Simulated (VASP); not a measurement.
CdS, 2 atoms in the cell. It takes space group I4mm (No. 107, tetragonal). The conventional cell has a = 3.953 Å, b = 3.953 Å, c = 5.590 Å, α = 90.00°, β = 90.00°, γ = 90.00°. Within 3.3 Å of Cd (site symmetry 4mm) lie 6 S at 2.53 to 3.06 Å. S (site symmetry 4mm) has 6 Cd at 2.53 to 3.06 Å within 3.3 Å. 

| Quantity | Value |
| --- | --- |
| Program | VASP 6.6.1 |
| Task | single point |
| Functional | r2SCAN |
| Potentials or basis | VASP PAW PBE potentials, release 64 (Cd, S) |
| Cutoff | 520 eV |
| k mesh | 8 × 8 × 8 |
| Occupations | gaussian, width 0.05 eV |
| Spin | no spin polarisation |
| Dipole correction | no |
| Further INCAR settings | ALGO = Normal; EDIFF = 1e-06; NBANDS = 16 |

Potentials or basis: VASP PAW PBE potentials, release 64 (Cd, S).

Command:

```sh
$ cat potpaw_PBE.64/Cd/POTCAR potpaw_PBE.64/S/POTCAR > POTCAR
$ cp INCAR.step1 INCAR
$ mpirun -np 1 vasp_std > vasp.out
$ cp INCAR.step2 INCAR
$ mpirun -np 1 vasp_std > vasp.out
```

Hardware: 1 thread of Intel(R) Xeon(R) 6975P-C (Granite Rapids), with other jobs on the host.

Question: How long does it take, and how much memory?

Answer: It took 100 s on 1 thread of Intel(R) Xeon(R) 6975P-C (Granite Rapids), with other jobs on the host, peak memory 0.19 GiB. Counts: k points 59.
